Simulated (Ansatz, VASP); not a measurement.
## AlCu3: VASP beside Ansatz

```
CELL_PARAMETERS angstrom
3.70310 0.00000 0.00000
0.00000 3.70310 0.00000
0.00000 0.00000 3.70310
ATOMIC_POSITIONS crystal
Al 0.00000 0.00000 0.00000
Cu 0.50000 0.50000 0.00000
Cu 0.50000 0.00000 0.50000
Cu 0.00000 0.50000 0.50000
```

Alike in both runs: task single point; functional PBEsol; k mesh 12 × 12 × 12; occupations gaussian, width 0.1 eV; no spin polarisation.

```csv
,VASP,Ansatz
version,VASP 6.6.1,Ansatz 0.2.0
potentials or method,"VASP PAW PBE potentials, release 64 (Al, Cu), cutoff 520 eV","scalar-relativistic, plane waves, PAW"
valence electrons in the cell,36,60
```

|  | VASP | Ansatz | Ansatz less VASP |
| --- | --- | --- | --- |
| gap on the k mesh at the Fermi level (eV) | none | none | - |
| pressure (GPa) | -7.2 | -7.7 | -0.49 |

VASP's potentials were made for PBE, not for PBEsol. A gap of «none» marks a metal or a gap that the smearing closes. With one functional, cell and mesh, what is left measures potentials, basis and numerics. VASP's potentials hold 36 valence electrons a cell and Ansatz's 60, so a difference there can come from the potentials and not from the codes.
